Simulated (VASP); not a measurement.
A run of VASP 6.6.1:

File INCAR:

```
SYSTEM = BaTiO3
  ALGO = Normal
  EDIFF = 1E-7
  ENCUT = 520
  GGA = PE
  ISIF = 2
  ISMEAR = 0
  LASPH = .TRUE.
  LCHARG = .FALSE.
  LREAL = .FALSE.
  LWAVE = .FALSE.
  NBANDS = 28
  NELM = 60
  PREC = Accurate
  SIGMA = 0.02
```

Contents of KPOINTS:

```
k-points
0
G
  8 8 8
  0 0 0
```

The input POSCAR:

```
BaTiO3
1.0
    3.9855969978      0.0000000000      0.0000000000
    0.0000000000      3.9855969978      0.0000000000
    0.0000000000      0.0000000000      4.2004810769
Ba Ti O
1 1 3
Direct
    0.5000000000      0.5000000000      0.5912048194
    0.0000000000      0.0000000000      0.1084569948
    0.0000000000      0.5000000000      0.0602470235
    0.5000000000      0.0000000000      0.0602470235
    0.0000000000      0.0000000000      0.5398411287
```

Potentials or basis: VASP PAW PBE potentials, release 64 (Ba_sv, Ti_sv, O).

The run is started by

```console
$ cat potpaw_PBE.64/Ba_sv/POTCAR potpaw_PBE.64/Ti_sv/POTCAR potpaw_PBE.64/O/POTCAR > POTCAR
$ mpirun -np 1 vasp_std > vasp.out
```

Hardware: 1 thread of Intel(R) Xeon(R) Platinum 8488C (Sapphire Rapids), with other jobs on the host.

Problem. Estimate the wall time of this run.

Solution. Wall time 99 s on 1 thread of Intel(R) Xeon(R) Platinum 8488C (Sapphire Rapids), with other jobs on the host, peak memory 0.27 GiB. Counts: scf iterations 18, k points 75.
